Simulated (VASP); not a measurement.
# P (R-3m) in VASP: further runs, part 2 of 3

VASP 6.6.1. Earlier steps stand in the parts before.

**3. Electric field gradients, PBE (shortest bond scaled by 0.88)**

File INCAR:

```
ALGO = Normal
EDIFF = 1E-8
ENCUT = 520
GGA = PE
ISIF = 2
ISMEAR = -1
LASPH = T
LCHARG = F
LEFG = T
LREAL = F
LWAVE = F
NBANDS = 12
NELM = 100
PREC = Accurate
SIGMA = 0.05
```

File KPOINTS:

```
k-points
0
Gamma
  10 10 10
```

File POSCAR:

```
P
1.0
    0.0000000000      2.6566464230      2.6566464230
    2.6566464230      0.0000000000      2.6566464230
    2.6566464230      2.6566464230      0.0000000000
P
2
Direct
   -0.1700000000     -0.1100000000     -0.1100000000
    0.1700000000      0.1100000000      0.1100000000
```

Potentials or basis: VASP PAW PBE potentials, release 64 (P).

Started as:

```sh
$ cat potpaw_PBE.64/P/POTCAR > POTCAR
$ mpirun -np 1 vasp_std > vasp.out
```

OUTCAR:

```text
EDIFF = 1E-8
   ENCUT = 520
   GGA = PE
   ISIF = 2
   ISMEAR = -1
   LASPH = T
   LREAL = F
   NELM = 100
   PREC = Accurate

 ion  position               nearest neighbor table
   1  0.830  0.890  0.890-   2 2.02   2 2.41   2 2.41   2 2.41
   2  0.170  0.110  0.110-   1 2.02   1 2.41   1 2.41   1 2.41

  LATTYP: Found a face centered cubic cell.
 ALAT       =     5.3132928460

  Lattice vectors:

 A1 = (   0.0000000000,   2.6566464230,   2.6566464230)
 A2 = (   2.6566464230,   0.0000000000,   2.6566464230)
 A3 = (   2.6566464230,   2.6566464230,   0.0000000000)

Analysis of symmetry for initial positions (statically):
=====================================================================
 Subroutine PRICEL returns:
 Original cell was already a primitive cell.

 Routine SETGRP: Setting up the symmetry group for a
 face centered cubic supercell.

 Subroutine GETGRP returns: Found 12 space group operations
 (whereof  4 operations were pure point group operations)
 out of a pool of 48 trial point group operations.

The static configuration has the point symmetry C_2h.
 The point group associated with its full space group is D_3d.

Analysis of symmetry for dynamics (positions and initial velocities):
=====================================================================
 Subroutine PRICEL returns:
 Original cell was already a primitive cell.

 Routine SETGRP: Setting up the symmetry group for a
 face centered cubic supercell.

 Subroutine GETGRP returns: Found 12 space group operations
 (whereof  4 operations were pure point group operations)
 out of a pool of 48 trial point group operations.

The dynamic configuration has the point symmetry C_2h.
 The point group associated with its full space group is D_3d.

 Subroutine INISYM returns: Found 12 space group operations
 (whereof  4 operations are pure point group operations),
 and found     1 'primitive' translations

----------------------------------------------------------------------------------------

                                     Primitive cell

  volume of cell :      37.5000

  direct lattice vectors                    reciprocal lattice vectors
     0.000000000  2.656646423  2.656646423    -0.188207206  0.188207206  0.188207206
     2.656646423  0.000000000  2.656646423     0.188207206 -0.188207206  0.188207206
     2.656646423  2.656646423  0.000000000     0.188207206  0.188207206 -0.188207206

  length of vectors
     3.757065402  3.757065402  3.757065402     0.325984443  0.325984443  0.325984443

  position of ions in fractional coordinates (direct lattice)
     0.830000000  0.890000000  0.890000000
     0.170000000  0.110000000  0.110000000

  ion indices of the primitive-cell ions
   primitive index   ion index
                 1           1
                 2           2

----------------------------------------------------------------------------------------

 KPOINTS: k-points
[... 84 lines left out ...]
   EFERMI_NEDOS =   21; number of points for ismear=-14 and -15
   IALGO  =     38    algorithm
   IMIX   =      4    mixing-type and parameters
     AMIX     =   0.40;   BMIX     =  1.00
     AMIX_MAG =   1.60;   BMIX_MAG =  1.00
  volume/ion in A,a.u.               =      18.75       126.53
  Fermi-wavevector in a.u.,A,eV,Ry     =   1.053734  1.991269 15.107307  1.110356
  Thomas-Fermi vector in A             =   2.188867
   LORBIT       =      0    0 simple, 1 ext, 2 COOP (PROOUT), +10 PAW based schemes
   GGA     = PE    functional components
   LHFCALC =     F    Hartree Fock is set to
   AEXX    =    0.0000 exact exchange contribution
   IVDW    =     0    specifies the selected vdW correction
   LEPSILON=     F    determine dielectric tensor
   LRPA    =     F    only Hartree local field effects (RPA)
 non-spin polarized calculation
  energy-cutoff  :      520.00
  volume of cell :       37.50
 maximum number of plane-waves:      1025
   NGX = 13   NGY = 13   NGZ = 13

 number of electron      10.0000000 magnetization

 Free energy of the ion-electron system (eV)
  ---------------------------------------------------
  ext. energy  EPLUGINS =         0.00000000
  ---------------------------------------------------
  free energy    TOTEN  =        -9.45740543 eV

  energy without entropy =       -9.44434842  energy(sigma->0) =       -9.45087692

 E-fermi :   6.8699     XC(G=0):  -9.8873

 val. band max:        6.8661046304   @ k =   0.3000   0.1000  -0.3000
 cond. band min:       6.8811550047   @ k =  -0.3000   0.2000   0.0000
 fundamental gap:      0.0150503743
 Fermi energy:         6.8698823860

 k-point     1 :       0.0000    0.0000    0.0000
  band No.  band energies     occupation
      1      -8.9102      2.00000
      2       2.0671      2.00000
      3       4.3245      2.00000
      4       4.6860      2.00000
      5       4.6860      2.00000
      6       6.1485      2.00000
      7       6.1485      2.00000
      8       8.3218      0.00000
      9      13.0373      0.00000
     10      13.8385      0.00000
     11      13.8385      0.00000
     12      16.6540      0.00000
[... 331 lines left out ...]
 k-point    24 :       0.1000    0.0000    0.5000
  band No.  band energies     occupation
      1      -7.0687      2.00000
      2      -2.7653      2.00000
      3       0.9735      2.00000
      4       3.1605      2.00000
      5       5.1827      2.00000
      6       7.3020      0.00035
      7       9.2044      0.00000
      8      11.7643      0.00000
      9      14.9478      0.00000
     10      16.2364      0.00000
     11      16.3528      0.00000
     12      16.6171      0.00000

 [... further k-points ...]

------------------------ aborting loop because EDIFF is reached ----------------------------------------

  FORCE on cell =-STRESS in cart. coord.  units (eV):
  Direction    XX          YY          ZZ          XY          YZ          ZX
  --------------------------------------------------------------------------------------
  -------------------------------------------------------------------------------------
  Total        1.6759257      1.6759257      1.6759257     -1.0378626      1.0378626     -1.0378626
  in kB       71.6034698     71.6034698     71.6034698    -44.3423984     44.3423984    -44.3423984
  external PRESSURE =      71.6034698 kB  Pullay stress =       0.0000000 kB

 VOLUME and BASIS-vectors are now :
 -----------------------------------------------------------------------------
  energy-cutoff  :      520.00
  volume of cell :       37.50
      direct lattice vectors                 reciprocal lattice vectors
     0.000000000  2.656646423  2.656646423    -0.188207206  0.188207206  0.188207206
     2.656646423  0.000000000  2.656646423     0.188207206 -0.188207206  0.188207206
     2.656646423  2.656646423  0.000000000     0.188207206  0.188207206 -0.188207206

 POSITION                                       TOTAL-FORCE (eV/Angst)
 -----------------------------------------------------------------------------------
      4.72883      4.56943      4.56943        -0.617035      0.617035      0.617035
      0.58446      0.74386      0.74386         0.617035     -0.617035     -0.617035
 -----------------------------------------------------------------------------------
    total drift:                                0.000000      0.000000     -0.000000

  FREE ENERGIE OF THE ION-ELECTRON SYSTEM (eV)
  ---------------------------------------------------
  free  energy   TOTEN  =        -9.4574054314 eV

  energy  without entropy=       -9.4443484162  energy(sigma->0) =       -9.45087692

 Electric field gradients (V/A^2)
---------------------------------------------------------------------
 ion       V_xx      V_yy      V_zz      V_xy      V_xz      V_yz
---------------------------------------------------------------------
   1      -0.000     0.000     0.000     1.281     1.281    -1.281
   2      -0.000     0.000     0.000     1.281     1.281    -1.281
---------------------------------------------------------------------

 Electric field gradients after diagonalization (V/A^2)
 (convention: |V_zz| > |V_xx| > |V_yy|)
----------------------------------------------------------------------
 ion       V_xx      V_yy      V_zz     asymmetry (V_yy - V_xx)/ V_zz
----------------------------------------------------------------------
   1       1.281     1.281    -2.561       0.000
   2       1.281     1.281    -2.561       0.000
----------------------------------------------------------------------

           NMR quadrupolar parameters

 Cq : quadrupolar parameter    Cq=e*Q*V_zz/h
 eta: asymmetry parameters     (V_yy - V_xx)/ V_zz
 Q  : nuclear electric quadrupole moment in mb (millibarn)
----------------------------------------------------------------------
 ion       Cq(MHz)       eta       Q (mb)
----------------------------------------------------------------------
   1      -0.006       0.000       1.000
   2      -0.006       0.000       1.000
----------------------------------------------------------------------
```

OSZICAR:

```text
N       E                     dE             d eps       ncg     rms          rms(c)
DAV:   1     0.206347271327E+02    0.20635E+02   -0.42497E+03  2784   0.697E+02
DAV:   2    -0.843190135266E+01   -0.29067E+02   -0.27755E+02  3712   0.111E+02
DAV:   3    -0.960490423288E+01   -0.11730E+01   -0.11532E+01  3644   0.208E+01
DAV:   4    -0.961453583730E+01   -0.96316E-02   -0.96289E-02  3276   0.226E+00
DAV:   5    -0.961465242040E+01   -0.11658E-03   -0.11658E-03  3668   0.240E-01    0.846E+00
DAV:   6    -0.948632177754E+01    0.12833E+00   -0.15563E-01  3288   0.206E+00    0.491E+00
DAV:   7    -0.945859987548E+01    0.27722E-01   -0.10006E-01  3476   0.169E+00    0.108E+00
DAV:   8    -0.945738141347E+01    0.12185E-02   -0.14292E-02  3212   0.722E-01    0.247E-01
DAV:   9    -0.945738908564E+01   -0.76722E-05   -0.69901E-04  3348   0.171E-01    0.983E-02
DAV:  10    -0.945740201810E+01   -0.12932E-04   -0.78806E-05  3420   0.538E-02    0.233E-02
DAV:  11    -0.945740522499E+01   -0.32069E-05   -0.63692E-06  3512   0.167E-02    0.122E-02
DAV:  12    -0.945740554097E+01   -0.31598E-06   -0.15530E-06  3272   0.699E-03    0.229E-03
DAV:  13    -0.945740546182E+01    0.79144E-07   -0.16434E-07  3496   0.230E-03    0.198E-03
DAV:  14    -0.945740541654E+01    0.45284E-07   -0.21876E-08  3372   0.971E-04    0.533E-04
DAV:  15    -0.945740542923E+01   -0.12686E-07   -0.50709E-10  1716   0.144E-04    0.280E-04
DAV:  16    -0.945740543136E+01   -0.21388E-08   -0.98495E-11  1604   0.649E-05
   1 F= -.94574054E+01 E0= -.94508769E+01  d E =-.130570E-01
```

stdout:

```text
POSCAR found type information on POSCAR P
 POSCAR found :  1 types and       2 ions
 scaLAPACK will be used
 LDA part: xc-table for (Slater+PW92), standard interpolation
 POSCAR, INCAR and KPOINTS ok, starting setup
 FFT: planning ... GRIDC
 FFT: planning ... GRID_SOFT
 FFT: planning ... GRID
 WAVECAR not read
 entering main loop
ion   1

ion   2
```

Run time: 69 s. Hardware: 1 thread of AMD EPYC 7R13, shared host; peak memory 0.14 GiB.

What came out:

```
Free energy                             : -9.4574 eV
Pressure                                : 7.2 GPa
Largest force                           : 1.069 eV/Å
Band gap on the k mesh                  : zero (bands 5 and 6 overlap by 1.99 eV)
Largest electric field gradient by atom : P -2.6 V/Å²
```

Forces on the atoms (eV/Å):
```
P   -0.617  0.617  0.617
P    0.617 -0.617 -0.617
```

Stress tensor (GPa, compression positive):
```
 7.16 -4.43 -4.43
-4.43  7.16  4.43
-4.43  4.43  7.16
```

Electric field gradients, principal values (V/Å²):
```
atom  least  middle  greatest (by size)
 1 P  1.281   1.281              -2.561
 2 P  1.281   1.281              -2.561
```

Caveat: the cell differs from its parent crystal (shortest bond scaled by 0.88); the cell stands under pressure; without QUAD_EFG the Cq values of the log hold for a quadrupole moment of 1 mb, not for the nuclei; forces of over 1 eV/Å act on the atoms, so gaps and moduli don't describe the material at rest.

**4. Electric field gradients, PBE (shortest bond scaled by 0.64)**

File INCAR:

```
PREC     = Accurate       # precision mode
ENCUT    = 520            # plane-wave cutoff, eV
EDIFF    = 1E-8           # SCF threshold, eV
ISMEAR   = -1             # smearing method
SIGMA    = 0.05           # smearing width, eV
LREAL    = F              # projectors in reciprocal space
LASPH    = T              # aspherical terms in the spheres
NELM     = 80             # most SCF steps
ALGO     = Normal         # electronic algorithm
ISIF     = 2              # what is computed and relaxed
LWAVE    = F              # write WAVECAR
LCHARG   = F              # write CHGCAR
GGA      = PE             # functional
LEFG     = T            
NBANDS   = 12             # bands
```

File KPOINTS:

```
regular mesh
0
Gamma
  10 10 10
```

File POSCAR:

```
P
1.0
    0.0000000000      2.6566464230      2.6566464230
    2.6566464230      0.0000000000      2.6566464230
    2.6566464230      2.6566464230      0.0000000000
P
2
Direct
   -0.2600000000     -0.0800000000     -0.0800000000
    0.2600000000      0.0800000000      0.0800000000
```

Potentials or basis: VASP PAW PBE potentials, release 64 (P).

Started as:

```sh
$ cat potpaw_PBE.64/P/POTCAR > POTCAR
$ mpirun -np 1 vasp_std > vasp.out
```

OUTCAR:

```text
PREC = Accurate
   ENCUT = 520
   EDIFF = 1E-8
   ISMEAR = -1
   LREAL = F
   LASPH = T
   NELM = 80
   ISIF = 2
   GGA = PE

 ion  position               nearest neighbor table
   1  0.740  0.920  0.920-   2 1.47   2 2.69   2 2.69   2 2.69
   2  0.260  0.080  0.080-   1 1.47   1 2.69   1 2.69   1 2.69

 -----------------------------------------------------------------------------
|                                                                             |
|           W    W    AA    RRRRR   N    N  II  N    N   GGGG   !!!           |
|           W    W   A  A   R    R  NN   N  II  NN   N  G    G  !!!           |
|           W    W  A    A  R    R  N N  N  II  N N  N  G       !!!           |
|           W WW W  AAAAAA  RRRRR   N  N N  II  N  N N  G  GGG   !            |
|           WW  WW  A    A  R   R   N   NN  II  N   NN  G    G                |
|           W    W  A    A  R    R  N    N  II  N    N   GGGG   !!!           |
|                                                                             |
|     The distance between some ions is very small. Please check the          |
|     nearest-neighbor list in the OUTCAR file.                               |
|     I HOPE YOU KNOW WHAT YOU ARE DOING!                                     |
|                                                                             |
 -----------------------------------------------------------------------------

  LATTYP: Found a face centered cubic cell.
 ALAT       =     5.3132928460

  Lattice vectors:

 A1 = (   0.0000000000,   2.6566464230,   2.6566464230)
 A2 = (   2.6566464230,   0.0000000000,   2.6566464230)
 A3 = (   2.6566464230,   2.6566464230,   0.0000000000)

Analysis of symmetry for initial positions (statically):
=====================================================================
 Subroutine PRICEL returns:
[... 539 lines left out ...]
     12      17.4864      0.00000

 [... further k-points ...]

------------------------ aborting loop because EDIFF is reached ----------------------------------------

  FORCE on cell =-STRESS in cart. coord.  units (eV):
  Direction    XX          YY          ZZ          XY          YZ          ZX
  --------------------------------------------------------------------------------------
  -------------------------------------------------------------------------------------
  Total       22.2478895     22.2478895     22.2478895    -21.4390454     21.4390454    -21.4390454
  in kB      950.5350464    950.5350464    950.5350464   -915.9774020    915.9774020   -915.9774020
  external PRESSURE =     950.5350464 kB  Pullay stress =       0.0000000 kB

 VOLUME and BASIS-vectors are now :
 -----------------------------------------------------------------------------
  energy-cutoff  :      520.00
  volume of cell :       37.50
      direct lattice vectors                 reciprocal lattice vectors
     0.000000000  2.656646423  2.656646423    -0.188207206  0.188207206  0.188207206
     2.656646423  0.000000000  2.656646423     0.188207206 -0.188207206  0.188207206
     2.656646423  2.656646423  0.000000000     0.188207206  0.188207206 -0.188207206

 POSITION                                       TOTAL-FORCE (eV/Angst)
 -----------------------------------------------------------------------------------
      4.88823      4.41003      4.41003       -24.601745     24.601745     24.601745
      0.42506      0.90326      0.90326        24.601745    -24.601745    -24.601745
 -----------------------------------------------------------------------------------
    total drift:                               -0.000000     -0.000000      0.000000

  FREE ENERGIE OF THE ION-ELECTRON SYSTEM (eV)
  ---------------------------------------------------
  free  energy   TOTEN  =        -1.9502333616 eV

  energy  without entropy=       -1.9454142423  energy(sigma->0) =       -1.94782380

 Electric field gradients (V/A^2)
---------------------------------------------------------------------
 ion       V_xx      V_yy      V_zz      V_xy      V_xz      V_yz
---------------------------------------------------------------------
   1      -0.000     0.000     0.000    90.802    90.802   -90.801
   2      -0.000     0.000     0.000    90.802    90.802   -90.801
---------------------------------------------------------------------

 Electric field gradients after diagonalization (V/A^2)
 (convention: |V_zz| > |V_xx| > |V_yy|)
----------------------------------------------------------------------
 ion       V_xx      V_yy      V_zz     asymmetry (V_yy - V_xx)/ V_zz
----------------------------------------------------------------------
   1      90.802    90.801  -181.604       0.000
   2      90.802    90.801  -181.604       0.000
----------------------------------------------------------------------

           NMR quadrupolar parameters

 Cq : quadrupolar parameter    Cq=e*Q*V_zz/h
 eta: asymmetry parameters     (V_yy - V_xx)/ V_zz
 Q  : nuclear electric quadrupole moment in mb (millibarn)
----------------------------------------------------------------------
 ion       Cq(MHz)       eta       Q (mb)
----------------------------------------------------------------------
   1      -0.439       0.000       1.000
   2      -0.439       0.000       1.000
----------------------------------------------------------------------
```

OSZICAR:

```text
N       E                     dE             d eps       ncg     rms          rms(c)
DAV:   1     0.362892370859E+02    0.36289E+02   -0.43947E+03  2784   0.700E+02
DAV:   2    -0.286813611596E+01   -0.39157E+02   -0.37221E+02  3588   0.124E+02
DAV:   3    -0.472086397420E+01   -0.18527E+01   -0.18392E+01  3604   0.272E+01
DAV:   4    -0.473930974827E+01   -0.18446E-01   -0.18440E-01  3300   0.330E+00
DAV:   5    -0.473954693505E+01   -0.23719E-03   -0.23718E-03  3700   0.359E-01    0.147E+01
DAV:   6    -0.212229167777E+01    0.26173E+01   -0.52611E+00  3132   0.123E+01    0.679E+00
DAV:   7    -0.195620095985E+01    0.16609E+00   -0.18007E+00  3436   0.724E+00    0.463E+00
DAV:   8    -0.195546864833E+01    0.73231E-03   -0.43012E-02  3072   0.143E+00    0.373E+00
DAV:   9    -0.194970511329E+01    0.57635E-02   -0.19822E-02  3348   0.786E-01    0.970E-01
DAV:  10    -0.195026916649E+01   -0.56405E-03   -0.29141E-03  3372   0.373E-01    0.204E-01
DAV:  11    -0.195020410928E+01    0.65057E-04   -0.25431E-04  3292   0.819E-02    0.627E-02
DAV:  12    -0.195023229334E+01   -0.28184E-04   -0.81909E-05  3364   0.559E-02    0.419E-02
DAV:  13    -0.195023321829E+01   -0.92494E-06   -0.82430E-06  3244   0.179E-02    0.870E-03
DAV:  14    -0.195023331305E+01   -0.94760E-07   -0.96991E-07  3432   0.563E-03    0.114E-02
DAV:  15    -0.195023336398E+01   -0.50929E-07   -0.35663E-07  3276   0.323E-03    0.238E-03
DAV:  16    -0.195023339526E+01   -0.31281E-07   -0.31191E-08  3376   0.109E-03    0.955E-04
DAV:  17    -0.195023336751E+01    0.27744E-07   -0.39333E-09  1692   0.369E-04    0.331E-04
DAV:  18    -0.195023336162E+01    0.58960E-08   -0.62895E-10  1604   0.186E-04
   1 F= -.19502334E+01 E0= -.19478238E+01  d E =-.481912E-02
```

It took 74 s on 1 thread of AMD EPYC 7R13, shared host; peak memory 0.14 GiB.

What came out:

```yaml
Free_energy: -1.9502 eV
Pressure: 95.1 GPa
Largest_force: 42.611 eV/Å
Band_gap_on_the_k_mesh: zero (bands 5 and 6 overlap by 1.58 eV)
Largest_electric_field_gradient_by_atom: P -181.6 V/Å²
```

Forces on the atoms (eV/Å):
```
P   -24.602  24.602  24.602
P    24.602 -24.602 -24.602
```

Electric field gradients, principal values (V/Å²):
```csv
atom,least,middle,greatest (by size)
1 P,90.801,90.802,-181.604
2 P,90.801,90.802,-181.604
```

Caveat: the cell differs from its parent crystal (shortest bond scaled by 0.64); atoms lie so close that the PAW spheres overlap strongly, which falsifies energies and pressures; the cell stands under pressure; without QUAD_EFG the Cq values of the log hold for a quadrupole moment of 1 mb, not for the nuclei; forces of over 1 eV/Å act on the atoms, so gaps and moduli don't describe the material at rest.

(Part 2 of 3 ends here.)
